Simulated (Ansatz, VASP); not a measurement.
# Two plane-wave programs on FeCo

The input POSCAR:

```
FeCo
1.0
    2.8939455598      0.0000000000      0.0000000000
    0.0000000000      2.8939455598      0.0000000000
    0.0000000000      0.0000000000      2.8939455598
Fe Co
1 1
Direct
    0.5000000000      0.5000000000      0.5000000000
    0.0000000000      0.0000000000      0.0000000000
```

The input INCAR.step1:

```
SYSTEM = FeCo
  PREC = Accurate
  ENCUT = 660
  ISMEAR = 0
  SIGMA = 0.1
  LREAL = .False.
  LASPH = .True.
  NELM = 200
  ISPIN = 2
  MAGMOM = 3.41 2.16
  LMAXMIX = 4
  NBANDS = 20
  GGA = PE
  ALGO = Normal
  EDIFF = 1E-5
  LWAVE = .True.
  LCHARG = .False.
  GGA_COMPAT = .False.
```

The input INCAR.step2:

```
SYSTEM = FeCo
  PREC = Accurate
  ENCUT = 660
  EDIFF = 1E-6
  ISMEAR = 0
  SIGMA = 0.1
  LREAL = .False.
  LASPH = .True.
  NELM = 200
  ALGO = Normal
  ISIF = 2
  LWAVE = .False.
  LCHARG = .False.
  ISPIN = 2
  MAGMOM = 3.41 2.16
  LORBIT = 11
  LMAXMIX = 4
  METAGGA = R2SCAN
  LMIXTAU = .True.
  NBANDS = 20
  ISTART = 1
  GGA_COMPAT = .False.
```

Contents of KPOINTS:

```
Automatic mesh
0
Gamma
  14 14 14
  0 0 0
```

Input for Ansatz:

```yaml
crystal:
  lattice:
    - [2.8939455598, 0.0, 0.0]
    - [0.0, 2.8939455598, 0.0]
    - [0.0, 0.0, 2.8939455598]
  atoms:
    - { symbol: Fe, position: [0.5, 0.5, 0.5], spin: 3.41 }
    - { symbol: Co, position: [0.0, 0.0, 0.0], spin: 2.16 }
basis:
  ecutwfc: 500
kpoints:
  mp_grid: { grid: [14, 14, 14] }
hamiltonian:
  xc: r2scan
scf:
  occupations: { method: gaussian, width: 0.1 }
output:
  forces: true
  stress: true
  eigenvalues: true
  populations: true
magnetization:
  spin_polarized: true
```

Alike in both runs: task single point; functional r2SCAN; k mesh 14 × 14 × 14; occupations gaussian, width 0.1 eV; collinear spin.

|  | VASP | Ansatz |
| --- | --- | --- |
| version | VASP 6.6.1 | Ansatz 0.2.0 |
| potentials or method | VASP PAW PBE potentials, release 64 (Fe, Co), cutoff 660 eV | scalar-relativistic, plane waves, PAW |
| valence electrons in the cell | 17 | 33 |

|  | VASP | Ansatz | Ansatz less VASP |
| --- | --- | --- | --- |
| gap on the k mesh at the Fermi level (eV) | none | none | - |
| pressure (GPa) | -10.5 | -10.2 | +0.33 |
| net moment per atom (μB) | 2.43 | 2.44 | +0.009 |
| size of the moment on the site where the two differ most (μB) | 1.90 | 1.98 | +0.076 |

VASP's potentials were made for PBE, not for r2SCAN. Site moments also hang on the region over which each program counts them. A gap of «none» marks a metal or a gap that the smearing closes. VASP's potentials hold 17 valence electrons a cell and Ansatz's 33, so a difference there can come from the potentials and not from the codes. Ansatz's warnings: stability check not made.
